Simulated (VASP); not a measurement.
# TaRu (P4/mmm) in VASP: further runs

TaRu is run at these levels: LDA; tasks: vibrations by perturbation theory, electric field gradients.

Everything below comes from runs of VASP 6.6.1. Logs are shortened: lines on timing, memory, paths and dates and some standing lists are left out, and cuts for length are marked.

**1. The cell of the first run**

The structure is tetragonal, space group P4/mmm (No. 123). Conventional cell: a = 3.006 Å, b = 3.006 Å, c = 3.362 Å, α = 90.00°, β = 90.00°, γ = 90.00°. Ta (site symmetry 4/mmm) has 8 Ru at 2.71 Å and 6 Ta at 3.01 to 3.36 Å within 3.6 Å. Ru (site symmetry 4/mmm) has 8 Ta at 2.71 Å and 6 Ru at 3.01 to 3.36 Å within 3.6 Å.

**2. Vibrations by perturbation theory, LDA**

INCAR

```
PREC = Accurate
ENCUT = 520
EDIFF = 1E-8
ISMEAR = -1
SIGMA = 0.15
LREAL = F
LASPH = T
NELM = 60
ALGO = Normal
ISIF = 2
LWAVE = F
LCHARG = F
GGA = CA
IBRION = 8
NSW = 1
```

KPOINTS

```
regular mesh
0
Gamma
  14 14 12
```

POSCAR

```
TaRu
1.0
    3.0060130845      0.0000000000      0.0000000000
    0.0000000000      3.0060130845      0.0000000000
    0.0000000000      0.0000000000      3.3616253964
Ta Ru
1 1
Direct
    0.5000000000      0.5000000000      0.5000000000
    0.0000000000      0.0000000000      0.0000000000
```

Potentials or basis: VASP PAW LDA potentials, release 64 (Ta_pv, Ru_pv).

Run with:

```bash
$ cat potpaw_LDA.64/Ta_pv/POTCAR potpaw_LDA.64/Ru_pv/POTCAR > POTCAR
$ mpirun -np 1 vasp_std > vasp.out
```

OUTCAR:

```text
PREC = Accurate
   ENCUT = 520
   EDIFF = 1E-8
   ISMEAR = -1
   LREAL = F
   LASPH = T
   NELM = 60
   ISIF = 2
   GGA = CA
   IBRION = 8
   NSW = 1

 ion  position               nearest neighbor table
   1  0.500  0.500  0.500-   2 2.71   2 2.71   2 2.71   2 2.71   2 2.71   2 2.71   2 2.71   2 2.71

   2  0.000  0.000  0.000-   1 2.71   1 2.71   1 2.71   1 2.71   1 2.71   1 2.71   1 2.71   1 2.71

  LATTYP: Found a simple tetragonal cell.
 ALAT       =     3.0060130845
 C/A-ratio  =     1.1183003207

  Lattice vectors:

 A1 = (   3.0060130845,   0.0000000000,   0.0000000000)
 A2 = (   0.0000000000,   3.0060130845,   0.0000000000)
 A3 = (   0.0000000000,   0.0000000000,   3.3616253964)

Analysis of symmetry for initial positions (statically):
=====================================================================
 Subroutine PRICEL returns:
 Original cell was already a primitive cell.

 Routine SETGRP: Setting up the symmetry group for a
 simple tetragonal supercell.

 Subroutine GETGRP returns: Found 16 space group operations
 (whereof 16 operations were pure point group operations)
 out of a pool of 16 trial point group operations.

The static configuration has the point symmetry D_4h.

Analysis of symmetry for dynamics (positions and initial velocities):
=====================================================================
 Subroutine PRICEL returns:
 Original cell was already a primitive cell.

 Routine SETGRP: Setting up the symmetry group for a
 simple tetragonal supercell.

 Subroutine GETGRP returns: Found 16 space group operations
 (whereof 16 operations were pure point group operations)
 out of a pool of 16 trial point group operations.

The dynamic configuration has the point symmetry D_4h.

 Subroutine INISYM returns: Found 16 space group operations
 (whereof 16 operations are pure point group operations),
 and found     1 'primitive' translations

----------------------------------------------------------------------------------------

                                     Primitive cell

  volume of cell :      30.3760

  direct lattice vectors                    reciprocal lattice vectors
     3.006013085  0.000000000  0.000000000     0.332666549  0.000000000  0.000000000
     0.000000000  3.006013085  0.000000000     0.000000000  0.332666549  0.000000000
     0.000000000  0.000000000  3.361625396     0.000000000  0.000000000  0.297475144

  length of vectors
     3.006013085  3.006013085  3.361625396     0.332666549  0.332666549  0.297475144

  position of ions in fractional coordinates (direct lattice)
     0.500000000  0.500000000  0.500000000
     0.000000000  0.000000000  0.000000000

  ion indices of the primitive-cell ions
   primitive index   ion index
                 1           1
                 2           2

----------------------------------------------------------------------------------------

 KPOINTS: regular mesh

Automatic generation of k-mesh.
 Grid dimensions read from file:
 generate k-points for:   14   14   12

 Generating k-lattice:

  Cartesian coordinates                     Fractional coordinates (reciprocal lattice)
     0.023761896  0.000000000  0.000000000     0.071428571  0.000000000  0.000000000
     0.000000000  0.023761896  0.000000000     0.000000000  0.071428571  0.000000000
     0.000000000  0.000000000  0.024789595     0.000000000  0.000000000  0.083333333

  Length of vectors
     0.023761896  0.023761896  0.024789595

  Shift w.r.t. Gamma in fractional coordinates (k-lattice)
     0.000000000  0.000000000  0.000000000

 Subroutine IBZKPT returns following result:
 ===========================================

 Found    252 irreducible k-points:

 Following reciprocal coordinates:
            Coordinates               Weight
  0.000000  0.000000  0.000000      1.000000
  0.071429  0.000000  0.000000      4.000000
  0.142857  0.000000  0.000000      4.000000
  0.214286  0.000000  0.000000      4.000000
  0.285714  0.000000  0.000000      4.000000
  0.357143  0.000000  0.000000      4.000000
[... 16 lines left out ...]
  0.285714  0.214286  0.000000      8.000000
  0.357143  0.214286  0.000000      8.000000
 [... further k-points ...]
   k-points           NKPTS =    252   k-points in BZ     NKDIM =    252   number of bands    NBANDS=     16
   number of dos      NEDOS =    301   number of ions     NIONS =      2
   total plane-waves  NPLWV =  16128
   dimension x,y,z NGX =    24 NGY =   24 NGZ =   28
   dimension x,y,z NGXF=    48 NGYF=   48 NGZF=   56
   ions per type =               1   1
   NGX,Y,Z   is equivalent  to a cutoff of  13.27, 13.27, 13.85 a.u.
   NGXF,Y,Z  is equivalent  to a cutoff of  26.55, 26.55, 27.69 a.u.
 SYSTEM =  unknown system
   PREC   = accura    normal or accurate (medium, high low for compatibility)
   ISTART =      0    job   : 0-new  1-cont  2-samecut
   ICHARG =      2    charge: 1-file 2-atom 10-const
   ISPIN  =      1    spin polarized calculation?
   LNONCOLLINEAR =      F non collinear calculations
   LSORBIT =      F    spin-orbit coupling
   LASPH  =      T    aspherical Exc in radial PAW
   ENCUT  =  520.0 eV  38.22 Ry    6.18 a.u.   5.59  5.59  6.25*2*pi/ulx,y,z
   NELM   =     60;   NELMIN=  2; NELMDL= -5     # of ELM steps
   EDIFF  = 0.1E-07   stopping-criterion for ELM
   LREAL  =      F    real-space projection
   EDIFFG = 0.1E-06   stopping-criterion for IOM
   NSW    =      1    number of steps for IOM
   IBRION =      8    ionic relax: 0-MD 1-quasi-New 2-CG
   NFREE  =      0    steps in history (QN), initial steepest desc. (CG)
   ISIF   =      2    stress and relaxation
   ISYM   =      2    0-nonsym 1-usesym 2-fastsym
   POTIM  = 0.5000    time-step for ionic-motion
   TEBEG  =    0.0;   TEEND  =   0.0 temperature during run
   PSTRESS=    0.0 pullay stress
   NELECT =      25.0000    total number of electrons
   NUPDOWN=      -1.0000    fix difference up-down
   EMIN   =  10.00;   EMAX   =-10.00  energy-range for DOS
   EFERMI =   0.00;   METHOD = LEGACY
   ISMEAR =    -1;   SIGMA  =   0.15  broadening in eV -4-tet -1-fermi 0-gaus
   EFERMI_NEDOS =   21; number of points for ismear=-14 and -15
   IALGO  =     38    algorithm
   IMIX   =      4    mixing-type and parameters
     AMIX     =   0.40;   BMIX     =  1.00
     AMIX_MAG =   1.60;   BMIX_MAG =  1.00
  volume/ion in A,a.u.               =      15.19       102.49
  Fermi-wavevector in a.u.,A,eV,Ry     =   1.534185  2.899190 32.024366  2.353725
  Thomas-Fermi vector in A             =   2.641148
   LORBIT       =      0    0 simple, 1 ext, 2 COOP (PROOUT), +10 PAW based schemes
   GGA     = CA    functional components
   LHFCALC =     F    Hartree Fock is set to
   AEXX    =    0.0000 exact exchange contribution
   IVDW    =     0    specifies the selected vdW correction
   LEPSILON=     F    determine dielectric tensor
   LRPA    =     F    only Hartree local field effects (RPA)
 non-spin polarized calculation
  energy-cutoff  :      520.00
  volume of cell :       30.38
 maximum number of plane-waves:       836
 NGX is ok and might be reduce to    24
   NGX = 11   NGY = 11   NGZ = 13

--------------------------------------- Ionic step        1  -------------------------------------------

 number of electron      24.9999998 magnetization

 Free energy of the ion-electron system (eV)
  ---------------------------------------------------
  ext. energy  EPLUGINS =         0.00000000
  ---------------------------------------------------
  free energy    TOTEN  =       -24.13900853 eV

  energy without entropy =      -24.00300189  energy(sigma->0) =      -24.07100521

 E-fermi :   9.7031     XC(G=0): -13.7040

 val. band max:        9.6991894135   @ k =   0.4286   0.0000   0.2500
 cond. band min:       9.7089692442   @ k =   0.3571   0.0714   0.3333
 fundamental gap:      0.0097798307
 Fermi energy:         9.7031060515

 k-point     1 :       0.0000    0.0000    0.0000
  band No.  band energies     occupation
      1     -33.0917      2.00000
      2     -33.0050      2.00000
      3     -33.0050      2.00000
      4     -24.8453      2.00000
      5     -24.6779      2.00000
      6     -24.6779      2.00000
[... 433 lines left out ...]
      3     -33.0514      2.00000
      4     -25.1003      2.00000
      5     -24.8517      2.00000
      6     -24.8261      2.00000
[... 8 lines left out ...]
     15      11.2247      0.00008
     16      11.9135      0.00000

 [... further k-points ...]

------------------------ aborting loop because EDIFF is reached ----------------------------------------

  FORCE on cell =-STRESS in cart. coord.  units (eV):
  Direction    XX          YY          ZZ          XY          YZ          ZX
  --------------------------------------------------------------------------------------
  -------------------------------------------------------------------------------------
  Total        0.2042869      0.2042869      0.1936658      0.0000000      0.0000000     -0.0000000
  in kB       10.7750701     10.7750701     10.2148607      0.0000000      0.0000000     -0.0000000
  external PRESSURE =      10.5883337 kB  Pullay stress =       0.0000000 kB

 VOLUME and BASIS-vectors are now :
 -----------------------------------------------------------------------------
  energy-cutoff  :      520.00
  volume of cell :       30.38
      direct lattice vectors                 reciprocal lattice vectors
     3.006013085  0.000000000  0.000000000     0.332666549  0.000000000  0.000000000
     0.000000000  3.006013085  0.000000000     0.000000000  0.332666549  0.000000000
     0.000000000  0.000000000  3.361625396     0.000000000  0.000000000  0.297475144

 POSITION                                       TOTAL-FORCE (eV/Angst)
 -----------------------------------------------------------------------------------
      1.50301      1.50301      1.68081         0.000000      0.000000      0.000000
      0.00000      0.00000      0.00000         0.000000      0.000000      0.000000
 -----------------------------------------------------------------------------------
    total drift:                                0.000000      0.000000     -0.000000

  FREE ENERGIE OF THE ION-ELECTRON SYSTEM (eV)
  ---------------------------------------------------
  free  energy   TOTEN  =       -24.1390085300 eV

  energy  without entropy=      -24.0030018944  energy(sigma->0) =      -24.07100521

[... ionic steps 2 to 3 ...]

--------------------------------------- Ionic step        4  -------------------------------------------

------------------------ aborting loop because EDIFF is reached ----------------------------------------
[... 11 lines left out ...]
[... ionic steps 8 to 8 ...]

--------------------------------------- Ionic step        9  -------------------------------------------

 Free energy of the ion-electron system (eV)
  ---------------------------------------------------
  ---------------------------------------------------
  free energy    TOTEN  =        -0.66788974 eV

  energy without entropy =       -0.66788976

------------------------ aborting loop because EDIFF is reached ----------------------------------------

 INTERNAL STRAIN TENSOR  FOR ION    2  DIRECTION 3   (eV/Angst):
 -----------------------------------------------------------------------------
    -0.01626  0.00000 -0.00000
     0.00000 -0.01626  0.00000
    -0.00000  0.00000 -0.00946

 INTERNAL STRAIN TENSOR FOR ION    2 for displacements in x,y,z  (eV/Angst):
          X           Y           Z          XY          YZ          ZX
  --------------------------------------------------------------------------------
  x     0.00000     0.00000     0.00000     0.00000     0.00000     0.00000
  y     0.00000     0.00000     0.00000     0.00000     0.00000     0.00000
  z     0.00000     0.00000     0.00000     0.00000     0.00000     0.00000

 SECOND DERIVATIVES (NOT SYMMETRIZED)
 ------------------------------------
               1X          1Y          1Z          2X          2Y          2Z
  1X    -5.854531    0.000000    0.000000    5.854531    0.000000    0.000000
  1Y     0.000000   -5.854531    0.000000    0.000000    5.854531    0.000000
  1Z     0.000000    0.000000   -5.648976    0.000000    0.000000    5.648976
  2X     5.854787    0.000000    0.000000   -5.854787    0.000000    0.000000
  2Y     0.000000    5.854787    0.000000    0.000000   -5.854787    0.000000
  2Z     0.000000    0.000000    5.653208    0.000000    0.000000   -5.653208

 Eigenvectors and eigenvalues of the dynamical matrix
 ----------------------------------------------------

   1 f  =    4.697354 THz    29.514344 2PiTHz  156.686854 cm-1    19.426685 meV
             X         Y         Z           dx          dy          dz
      1.503007  1.503007  1.680813     0.000000    0.598641    0.000000
      0.000000  0.000000  0.000000    -0.000000   -0.801017    0.000000
[... 21 lines left out ...]
   6 f/i=    0.000829 THz     0.005206 2PiTHz    0.027637 cm-1     0.003427 meV
             X         Y         Z           dx          dy          dz
      1.503007  1.503007  1.680813     0.000000    0.000000    0.801118
      0.000000  0.000000  0.000000     0.000000    0.000000    0.598506

--------------------------------------------------------------------------------------------------------

 ELASTIC MODULI CONTR FROM IONIC RELAXATION (kBar)
 Direction    XX          YY          ZZ          XY          YZ          ZX
 --------------------------------------------------------------------------------
 XX           0.0000      0.0000      0.0000      0.0000      0.0000      0.0000
 YY           0.0000      0.0000      0.0000      0.0000      0.0000      0.0000
 ZZ           0.0000      0.0000      0.0000      0.0000      0.0000      0.0000
 XY           0.0000      0.0000      0.0000      0.0000      0.0000      0.0000
 YZ           0.0000      0.0000      0.0000      0.0000      0.0000      0.0000
 ZX           0.0000      0.0000      0.0000      0.0000      0.0000      0.0000
 --------------------------------------------------------------------------------
```

Wall time 6.7 min (1 thread of Intel Xeon 6975P-C (Granite Rapids), shared host); peak memory 0.56 GiB.

What came out:

- Highest phonon frequency at Γ: 157 cm⁻¹

Phonon frequencies in cm⁻¹ (negative: imaginary):
```
              q point        frequencies
(0.000, 0.000, 0.000)  0 0 0 154 157 157
```

Caveat: the cell stands under pressure or tension, which shifts response properties; spin-orbit coupling is left out, which moves the levels of the heavy elements.

(Part 1 of 2 ends here.)
